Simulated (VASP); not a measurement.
Input of a VASP 6.6.1 run:

INCAR

```
ALGO = Normal ; EDIFF = 1E-6
ENCUT = 520 ; GGA = PE
ISIF = 2 ; ISMEAR = -1
LASPH = True ; LCHARG = False
LREAL = False ; LWAVE = False
NBANDS = 11 ; NELM = 80
PREC = Accurate ; SIGMA = 0.02
```

Contents of KPOINTS:

```
k-points
0
Gamma
  12 12 12
```

POSCAR

```
BN
1.0
   -0.0180482545      1.8048254497      1.8048254497
    1.8048254497     -0.0180482545      1.8048254497
    1.7867771952      1.7867771952      0.0000000000
B N
1 1
Direct
   -0.0000912040     -0.0000912040      0.0000912040
    0.2500912040      0.2500912040      0.2499087960
```

Potentials or basis: VASP PAW PBE potentials, release 64 (B, N).

Launch:

```bash
$ cat potpaw_PBE.64/B/POTCAR potpaw_PBE.64/N/POTCAR > POTCAR
$ mpirun -np 1 vasp_std > vasp.out
```

Problem. What does it give for the largest force?

Solution. 0.026 eV/Å.

Problem. Predict the pressure.

Solution. 5.2 GPa.

Problem. Estimate the band gap on the k mesh.

Solution. 4.39 eV, indirect (least direct gap 8.53 eV).

Forces on the atoms (eV/Å):
```
B    0.000  0.000 -0.026
N    0.000  0.000  0.026
```

Caveat: the cell differs from its parent crystal (shear xy strain -2.0%). A k mesh can miss the band edges.
